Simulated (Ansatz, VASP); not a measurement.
**GaSb in VASP and in Ansatz**

The input POSCAR:

```
GaSb
1.0
    0.0000000000      2.9060500000      3.2119500000
    2.9060500000      0.0000000000      3.2119500000
    2.9060500000      2.9060500000      0.0000000000
Ga Sb
1 1
Direct
    0.0000000000      0.0000000000      0.0000000000
    0.7500000000      0.7500000000      0.7500000000
```

Contents of INCAR.step1:

```
SYSTEM = GaSb
  PREC = Accurate
  ENCUT = 520
  ISMEAR = 0
  SIGMA = 0.05
  LREAL = .FALSE.
  LASPH = .TRUE.
  NELM = 100
  NBANDS = 16
  GGA = PE
  ALGO = Normal
  EDIFF = 1E-4
  LWAVE = .TRUE.
  LCHARG = .FALSE.
```

Contents of INCAR.step2:

```
SYSTEM = GaSb
  PREC = Accurate
  ENCUT = 520
  EDIFF = 1E-7
  ISMEAR = 0
  SIGMA = 0.05
  LREAL = .FALSE.
  LASPH = .TRUE.
  NELM = 100
  ALGO = Normal
  ISIF = 2
  LWAVE = .FALSE.
  LCHARG = .FALSE.
  METAGGA = R2SCAN
  LMIXTAU = .TRUE.
  NBANDS = 16
  ISTART = 1
```

The input KPOINTS:

```
Automatic mesh
0
G
  10 10 10
  0 0 0
```

Input for Ansatz:

```yaml
crystal:
  lattice:
    - [0.0, 2.90605, 3.21195]
    - [2.90605, 0.0, 3.21195]
    - [2.90605, 2.90605, 0.0]
  atoms:
    - { symbol: Ga, position: [0.0, 0.0, 0.0] }
    - { symbol: Sb, position: [0.75, 0.75, 0.75] }
basis:
  ecutwfc: 500
kpoints:
  mp_grid: { grid: [10, 10, 10] }
hamiltonian:
  xc: r2scan
scf:
  occupations: { method: gaussian, width: 0.05 }
output:
  forces: true
  stress: true
  eigenvalues: true
  write_density: true
  write_potential: true
  elf: true
  volumetric_format: npy
```

Change from the starting cell: strain -0.050 along x and y, +0.050 along z, atoms carried along.

Alike in both runs: task single point; functional r2SCAN; k mesh 10 × 10 × 10; occupations gaussian, width 0.05 eV; no spin polarisation.

|  | VASP | Ansatz |
| --- | --- | --- |
| version | VASP 6.6.1 | Ansatz 0.2.0 |
| potentials or method | VASP PAW PBE potentials, release 64 (Ga_d, Sb), cutoff 520 eV | scalar-relativistic, plane waves, PAW |
| valence electrons in the cell | 18 | 28 |

Ansatz gave:

```
gap on the k mesh at the Fermi level (eV)                     : 0.40
least direct gap on the mesh (eV)                             : 0.54
pressure (GPa)                                                : 3.6
traceless stress, the component that is largest in VASP (GPa) : -4.06
```

Question: Estimate VASP's values.

Answer: gap on the k mesh at the Fermi level (eV): 0.39; least direct gap on the mesh (eV): 0.53; pressure (GPa): 3.8; traceless stress, the component that is largest in VASP (GPa): -4.04.

VASP's potentials were made for PBE, not for r2SCAN. VASP's potentials hold 18 valence electrons a cell and Ansatz's 28, so a difference there can come from the potentials and not from the codes.

Spin-orbit coupling is off throughout.
